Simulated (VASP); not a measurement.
# SiC (Moissanite 6O SiC) in VASP: further runs

SiC (Moissanite 6O SiC) is run at these levels: PBE; tasks: electric field gradients.

Everything below comes from runs of VASP 6.6.1. Logs are shortened: lines on timing, memory, paths and dates and some standing lists are left out, and cuts for length are marked.

## (1) The cell of the first run

The typed cell holds 12 atoms: a = 3.120 Å, b = 3.120 Å, c = 15.321 Å, α = 90.00°, β = 90.00°, γ = 120.04°.

## (2) Electric field gradients, PBE (volume scaled by 1.04)

The input, INCAR:

```
SYSTEM = SiC
ALGO = Normal
EDIFF = 1E-8
ENCUT = 520
GGA = PE
ISIF = 2
ISMEAR = -1
LASPH = .TRUE.
LCHARG = .FALSE.
LEFG = .TRUE.
LREAL = .FALSE.
LWAVE = .FALSE.
NBANDS = 36
NELM = 80
PREC = Accurate
SIGMA = 0.02
```

The input, KPOINTS:

```
k-points
0
G
  10 10 2
  0 0 0
```

The input, POSCAR:

```
SiC
1.0
    1.5591510065     -2.7026027097      0.0000000000
    1.5591510065      2.7026027097      0.0000000000
    0.0000000000      0.0000000000     15.3208951886
Si C
6 6
Direct
    0.1666620629      0.8333379371      0.8577214520
    0.8333379371      0.1666620629      0.3577214520
    0.5001149255      0.4998850745      0.5245066742
    0.4998850745      0.5001149255      0.0245066742
    0.8334420064      0.1665579936      0.6912249935
    0.1665579936      0.8334420064      0.1912249935
    0.5001800041      0.4998199959      0.6498136389
    0.4998199959      0.5001800041      0.1498136389
    0.1666200943      0.8333799057      0.9826819952
    0.8333799057      0.1666200943      0.4826819952
    0.8333969748      0.1666030252      0.8161912462
    0.1666030252      0.8333969748      0.3161912462
```

Potentials or basis: VASP PAW PBE potentials, release 64 (Si, C).

Launch:

```bash
$ cat potpaw_PBE.64/Si/POTCAR potpaw_PBE.64/C/POTCAR > POTCAR
$ mpirun -np 1 vasp_std > vasp.out
```

OUTCAR:

```text
SYSTEM = SiC
   EDIFF = 1E-8
   ENCUT = 520
   GGA = PE
   ISIF = 2
   ISMEAR = -1
   LASPH = .TRUE.
   LREAL = .FALSE.
   NELM = 80
   PREC = Accurate

 ion  position               nearest neighbor table
   1  0.167  0.833  0.858-  11 1.91  11 1.91  11 1.91   9 1.91   5 3.12   5 3.12   5 3.12   4 3.13
                             4 3.13   4 3.13
   2  0.833  0.167  0.358-  12 1.91  12 1.91  12 1.91  10 1.91   6 3.12   6 3.12   6 3.12   3 3.13
                             3 3.13   3 3.13
   3  0.500  0.500  0.525-  10 1.91  10 1.91  10 1.91   7 1.92   5 3.13   5 3.13   5 3.13   2 3.13
                             2 3.13   2 3.13
   4  0.500  0.500  0.025-   9 1.91   9 1.91   9 1.91   8 1.92   6 3.13   6 3.13   6 3.13   1 3.13
                             1 3.13   1 3.13
   5  0.833  0.167  0.691-   7 1.91   7 1.91   7 1.91  11 1.91   1 3.12   1 3.12   1 3.12   3 3.13
                             3 3.13   3 3.13
   6  0.167  0.833  0.191-   8 1.91   8 1.91   8 1.91  12 1.91   2 3.12   2 3.12   2 3.12   4 3.13
                             4 3.13   4 3.13
   7  0.500  0.500  0.650-   5 1.91   5 1.91   5 1.91   3 1.92
   8  0.500  0.500  0.150-   6 1.91   6 1.91   6 1.91   4 1.92
   9  0.167  0.833  0.983-   4 1.91   4 1.91   4 1.91   1 1.91
  10  0.833  0.167  0.483-   3 1.91   3 1.91   3 1.91   2 1.91
  11  0.833  0.167  0.816-   1 1.91   1 1.91   1 1.91   5 1.91
  12  0.167  0.833  0.316-   2 1.91   2 1.91   2 1.91   6 1.91

  LATTYP: Found a base centered orthorhombic cell.
 ALAT       =     3.1183020130
 B/A-ratio  =     1.7333809865
 C/A-ratio  =     4.9132172332

  Lattice vectors:

 A1 = (   1.5591510065,  -2.7026027097,   0.0000000000)
 A2 = (   1.5591510065,   2.7026027097,   0.0000000000)
 A3 = (   0.0000000000,   0.0000000000,  15.3208951886)

Analysis of symmetry for initial positions (statically):
=====================================================================
 Subroutine PRICEL returns:
 Original cell was already a primitive cell.

 Routine SETGRP: Setting up the symmetry group for a
 base centered orthorhombic supercell.

 Subroutine GETGRP returns: Found  4 space group operations
 (whereof  2 operations were pure point group operations)
 out of a pool of  8 trial point group operations.

The static configuration has the point symmetry C_1h.
 The point group associated with its full space group is C_2v.

Analysis of symmetry for dynamics (positions and initial velocities):
=====================================================================
 Subroutine PRICEL returns:
 Original cell was already a primitive cell.

 Routine SETGRP: Setting up the symmetry group for a
 base centered orthorhombic supercell.

 Subroutine GETGRP returns: Found  4 space group operations
 (whereof  2 operations were pure point group operations)
 out of a pool of  8 trial point group operations.

The dynamic configuration has the point symmetry C_1h.
 The point group associated with its full space group is C_2v.

 Subroutine INISYM returns: Found  4 space group operations
 (whereof  2 operations are pure point group operations),
 and found     1 'primitive' translations

----------------------------------------------------------------------------------------

                                     Primitive cell

  volume of cell :     129.1173

  direct lattice vectors                    reciprocal lattice vectors
     1.559151007 -2.702602710  0.000000000     0.320687347 -0.185006845  0.000000000
     1.559151007  2.702602710  0.000000000     0.320687347  0.185006845  0.000000000
     0.000000000  0.000000000 15.320895189     0.000000000  0.000000000  0.065270338

  length of vectors
     3.120098279  3.120098279 15.320895189     0.370226832  0.370226832  0.065270338

  position of ions in fractional coordinates (direct lattice)
[... 113 lines left out ...]
   EFERMI =   0.00;   METHOD = LEGACY
   ISMEAR =    -1;   SIGMA  =   0.02  broadening in eV -4-tet -1-fermi 0-gaus
   EFERMI_NEDOS =   21; number of points for ismear=-14 and -15
   IALGO  =     38    algorithm
   IMIX   =      4    mixing-type and parameters
     AMIX     =   0.40;   BMIX     =  1.00
     AMIX_MAG =   1.60;   BMIX_MAG =  1.00
  volume/ion in A,a.u.               =      10.76        72.61
  Fermi-wavevector in a.u.,A,eV,Ry     =   1.177137  2.224467 18.852938  1.385652
  Thomas-Fermi vector in A             =   2.313489
   LORBIT       =      0    0 simple, 1 ext, 2 COOP (PROOUT), +10 PAW based schemes
   GGA     = PE    functional components
   LHFCALC =     F    Hartree Fock is set to
   AEXX    =    0.0000 exact exchange contribution
   IVDW    =     0    specifies the selected vdW correction
   LEPSILON=     F    determine dielectric tensor
   LRPA    =     F    only Hartree local field effects (RPA)
 non-spin polarized calculation
  energy-cutoff  :      520.00
  volume of cell :      129.12
 maximum number of plane-waves:      3502
   NGX = 11   NGY = 11   NGZ = 57

 number of electron      48.0000001 magnetization

 Free energy of the ion-electron system (eV)
  ---------------------------------------------------
  ext. energy  EPLUGINS =         0.00000000
  ---------------------------------------------------
  free energy    TOTEN  =       -90.32349424 eV

  energy without entropy =      -90.32349424  energy(sigma->0) =      -90.32349424

 E-fermi :   8.1438     XC(G=0): -11.1840

 val. band max:        7.7230604534   @ k =   0.0000   0.0000   0.0000
 cond. band min:       9.7494322803   @ k =   0.5000   0.0000   0.0000
 fundamental gap:      2.0263718269
 Fermi energy:         8.1438046993

 k-point     1 :       0.0000    0.0000    0.0000
  band No.  band energies     occupation
      1      -7.4327      2.00000
      2      -6.9274      2.00000
      3      -6.8946      2.00000
      4      -5.4527      2.00000
      5      -5.4261      2.00000
      6      -4.0166      2.00000
[... 925 lines left out ...]
     35      16.2899      0.00000
     36      16.6525      0.00000

 [... further k-points ...]
[... 5 lines left out ...]
  --------------------------------------------------------------------------------------
  -------------------------------------------------------------------------------------
  Total       -3.8375309     -4.0634398     -4.2492858      0.0000000      0.0000000      0.0000000
  in kB      -47.6187446    -50.4219791    -52.7280851      0.0000000      0.0000000      0.0000000
  external PRESSURE =     -50.2562696 kB  Pullay stress =       0.0000000 kB

 VOLUME and BASIS-vectors are now :
 -----------------------------------------------------------------------------
  energy-cutoff  :      520.00
  volume of cell :      129.12
      direct lattice vectors                 reciprocal lattice vectors
     1.559151007 -2.702602710  0.000000000     0.320687347 -0.185006845  0.000000000
     1.559151007  2.702602710  0.000000000     0.320687347  0.185006845  0.000000000
     0.000000000  0.000000000 15.320895189     0.000000000  0.000000000  0.065270338

 POSITION                                       TOTAL-FORCE (eV/Angst)
 -----------------------------------------------------------------------------------
      1.55915      1.80176     13.14106         0.000000     -0.000717      0.000565
      1.55915     -1.80176      5.48061         0.000000      0.000717      0.000565
      1.55915     -0.00062      8.03591         0.000000      0.000559     -0.013641
      1.55915      0.00062      0.37546         0.000000     -0.000559     -0.013641
      1.55915     -1.80232     10.59019         0.000000     -0.000720      0.002839
      1.55915      1.80232      2.92974         0.000000      0.000720      0.002839
      1.55915     -0.00097      9.95573         0.000000      0.000819      0.007974
      1.55915      0.00097      2.29528         0.000000     -0.000819      0.007974
      1.55915      1.80199     15.05557         0.000000      0.000765      0.001391
      1.55915     -1.80199      7.39512         0.000000     -0.000765      0.001391
      1.55915     -1.80208     12.50478         0.000000      0.000683      0.000873
      1.55915      1.80208      4.84433         0.000000     -0.000683      0.000873
 -----------------------------------------------------------------------------------
    total drift:                                0.000000     -0.000000      0.000256

  FREE ENERGIE OF THE ION-ELECTRON SYSTEM (eV)
  ---------------------------------------------------
  free  energy   TOTEN  =       -90.3234942358 eV

  energy  without entropy=      -90.3234942358  energy(sigma->0) =      -90.32349424

 Electric field gradients (V/A^2)
---------------------------------------------------------------------
 ion       V_xx      V_yy      V_zz      V_xy      V_xz      V_yz
---------------------------------------------------------------------
   1      -1.066    -1.022     2.088     0.000    -0.000    -0.081
   2      -1.066    -1.022     2.088    -0.000     0.000     0.081
   3       0.175     0.217    -0.393    -0.000    -0.000     0.081
   4       0.175     0.217    -0.393     0.000    -0.000    -0.081
   5      -1.309    -1.267     2.576    -0.000     0.000    -0.078
   6      -1.309    -1.267     2.576     0.000    -0.000     0.078
   7      -1.114    -0.981     2.095    -0.000     0.000    -0.002
   8      -1.114    -0.981     2.095     0.000    -0.000     0.002
   9      -0.388    -0.258     0.646     0.000     0.000    -0.005
  10      -0.388    -0.258     0.646    -0.000     0.000     0.005
  11      -0.223    -0.095     0.318    -0.000     0.000    -0.005
  12      -0.223    -0.095     0.318    -0.000     0.000     0.005
---------------------------------------------------------------------

 Electric field gradients after diagonalization (V/A^2)
 (convention: |V_zz| > |V_xx| > |V_yy|)
----------------------------------------------------------------------
 ion       V_xx      V_yy      V_zz     asymmetry (V_yy - V_xx)/ V_zz
----------------------------------------------------------------------
   1      -1.066    -1.024     2.090       0.020
   2      -1.066    -1.024     2.090       0.020
   3       0.228     0.175    -0.403       0.131
   4       0.228     0.175    -0.403       0.131
   5      -1.309    -1.269     2.578       0.016
   6      -1.309    -1.269     2.578       0.016
   7      -1.114    -0.981     2.095       0.063
   8      -1.114    -0.981     2.095       0.063
   9      -0.388    -0.258     0.646       0.200
  10      -0.388    -0.258     0.646       0.200
  11      -0.223    -0.095     0.318       0.404
  12      -0.223    -0.095     0.318       0.404
----------------------------------------------------------------------

           NMR quadrupolar parameters

 Cq : quadrupolar parameter    Cq=e*Q*V_zz/h
 eta: asymmetry parameters     (V_yy - V_xx)/ V_zz
 Q  : nuclear electric quadrupole moment in mb (millibarn)
----------------------------------------------------------------------
 ion       Cq(MHz)       eta       Q (mb)
----------------------------------------------------------------------
   1       0.005       0.020       1.000
   2       0.005       0.020       1.000
   3      -0.001       0.131       1.000
   4      -0.001       0.131       1.000
   5       0.006       0.016       1.000
   6       0.006       0.016       1.000
   7       0.005       0.063       1.000
   8       0.005       0.063       1.000
   9       0.002       0.200       1.000
  10       0.002       0.200       1.000
  11       0.001       0.404       1.000
  12       0.001       0.404       1.000
----------------------------------------------------------------------
```

It took 5.2 min on 1 thread of Intel Xeon Platinum 8175M at 2.50GHz (Skylake/Cascade Lake), shared host; peak memory 0.37 GiB.

What came out:

- Free energy: -90.3235 eV
- Pressure: -5.0 GPa
- Largest force: 0.014 eV/Å
- Band gap on the k mesh: 2.03 eV, indirect (least direct gap 3.12 eV)

Forces in eV/Å, atoms in the order of the input:
```
Si   0.000 -0.001  0.001
Si   0.000  0.001  0.001
Si   0.000  0.001 -0.014
Si   0.000 -0.001 -0.014
Si   0.000 -0.001  0.003
Si   0.000  0.001  0.003
C    0.000  0.001  0.008
C    0.000 -0.001  0.008
C    0.000  0.001  0.001
C    0.000 -0.001  0.001
C    0.000  0.001  0.001
C    0.000 -0.001  0.001
```

Levels at points of the mesh, in eV from the valence-band top:
```
           k point  band 21  band 22  band 23  band 24  band 25  band 26  band 27  band 28
(0.00, 0.00, 0.00)    -0.30    -0.05    -0.01     0.00     4.85     5.02     5.41     5.84
(0.50, 0.00, 0.00)    -1.78    -1.76    -1.64    -1.10     2.03     2.20     3.14     3.81
(0.50, 0.50, 0.00)    -1.77    -1.75    -1.64    -1.09     2.03     2.21     3.15     3.81
(0.00, 0.00, 0.50)    -0.10    -0.10    -0.09    -0.09     4.92     4.92     5.65     5.65
(0.50, 0.00, 0.50)    -1.70    -1.70    -1.30    -1.30     2.06     2.06     3.36     3.36
(0.50, 0.50, 0.50)    -1.70    -1.70    -1.29    -1.29     2.07     2.07     3.37     3.37
```

Electric field gradients, principal values (V/Å²):
```
atom   least  middle  greatest (by size)
1 Si  -1.024  -1.066               2.090
2 Si  -1.024  -1.066               2.090
3 Si   0.175   0.228              -0.403
4 Si   0.175   0.228              -0.403
5 Si  -1.269  -1.309               2.578
6 Si  -1.269  -1.309               2.578
 7 C  -0.981  -1.114               2.095
 8 C  -0.981  -1.114               2.095
 9 C  -0.258  -0.388               0.646
10 C  -0.258  -0.388               0.646
11 C  -0.095  -0.223               0.318
12 C  -0.095  -0.223               0.318
```

Caveat: without QUAD_EFG the Cq values of the log hold for a quadrupole moment of 1 mb, not for the nuclei.

(Part 1 of 2 ends here.)
